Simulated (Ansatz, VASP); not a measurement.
**Two plane-wave programs on BC**

```
CELL_PARAMETERS angstrom
2.45085 0.00000 0.00000
0.00000 4.96794 0.00000
0.00000 0.00000 4.91763
ATOMIC_POSITIONS crystal
B 0.74996 0.37179 0.95757
B 0.25004 0.62821 0.95757
B 0.74996 0.12821 0.45757
B 0.25004 0.87179 0.45757
C 0.25000 0.91783 0.08316
C 0.75000 0.08217 0.08316
C 0.25000 0.58217 0.58316
C 0.75000 0.41783 0.58316
```

Alike in both runs: functional PBE; k mesh 6 × 4 × 4; occupations gaussian, width 0.1 eV; no spin polarisation.

Ansatz relaxed the structure, and its values are those at the end. VASP's run is a single point on that final structure, the one shown.

|  | VASP | Ansatz |
| --- | --- | --- |
| version | VASP 6.6.1 | Ansatz 0.2.0 |
| potentials or method | VASP PAW PBE potentials, release 64 (B, C), cutoff 520 eV | scalar-relativistic, plane waves, PAW |
| valence electrons in the cell | 28 | 28 |

```tsv
	VASP	Ansatz	Ansatz less VASP
gap on the k mesh at the Fermi level (eV)	none	none	-
pressure (GPa)	0.3	0.1	-0.24
rms of the force components (eV/Å)	0.010	0.008	-0.0023
```

A gap of «none» marks a metal or a gap that the smearing closes. With one functional, cell and mesh, what is left measures potentials, basis and numerics.

The k mesh is coarse, so the values compare programs but aren't converged.
